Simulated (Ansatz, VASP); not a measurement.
**Two plane-wave programs on Al**

INCAR

```
SYSTEM = Al
PREC = Accurate
ENCUT = 520
EDIFF = 1E-6
ISMEAR = 0
SIGMA = 0.1
LREAL = .FALSE.
LASPH = .TRUE.
NELM = 60
ALGO = Normal
ISIF = 2
LWAVE = .FALSE.
LCHARG = .TRUE.
GGA = PE
LELF = .TRUE.
LVHAR = .TRUE.
NBANDS = 18
```

The input KPOINTS:

```
Automatic mesh
0
G
  4 4 4
  0 0 0
```

File POSCAR:

```
Al
1.0
    4.5688542100      0.0000000000      0.0000000000
    0.0000000000      4.5688542100      0.0000000000
    0.0000000000      0.0000000000      4.5688542100
Al
6
Direct
    0.2500000000      0.0000000000      0.5000000000
    0.7500000000      0.0000000000      0.5000000000
    0.5000000000      0.2500000000      0.0000000000
    0.5000000000      0.7500000000      0.0000000000
    0.0000000000      0.5000000000      0.2500000000
    0.0000000000      0.5000000000      0.7500000000
```

Input for Ansatz:

```yaml
crystal:
  lattice:
    - [4.56885421, 0.0, 0.0]
    - [0.0, 4.56885421, 0.0]
    - [0.0, 0.0, 4.56885421]
  atoms:
    - { symbol: Al, position: [0.25, 0.0, 0.5] }
    - { symbol: Al, position: [0.75, 0.0, 0.5] }
    - { symbol: Al, position: [0.5, 0.25, 0.0] }
    - { symbol: Al, position: [0.5, 0.75, 0.0] }
    - { symbol: Al, position: [0.0, 0.5, 0.25] }
    - { symbol: Al, position: [0.0, 0.5, 0.75] }
basis:
  ecutwfc: 420
kpoints:
  mp_grid: { grid: [4, 4, 4] }
hamiltonian:
  xc: pbe
scf:
  occupations: { method: gaussian, width: 0.1 }
  lower_state_search: "off"
output:
  forces: true
  stress: true
  eigenvalues: true
```

Alike in both runs: task single point; functional PBE; k mesh 4 × 4 × 4; occupations gaussian, width 0.1 eV; no spin polarisation.

|  | VASP | Ansatz |
| --- | --- | --- |
| version | VASP 6.6.1 | Ansatz 0.2.0 |
| potentials or method | VASP PAW PBE potentials, release 64 (Al), cutoff 520 eV | scalar-relativistic, plane waves, PAW |
| valence electrons in the cell | 18 | 18 |

|  | VASP | Ansatz | Ansatz less VASP |
| --- | --- | --- | --- |
| gap on the k mesh at the Fermi level (eV) | none | none | - |
| pressure (GPa) | 25.2 | 25.2 | -0.01 |

A gap of «none» marks a metal or a gap that the smearing closes.
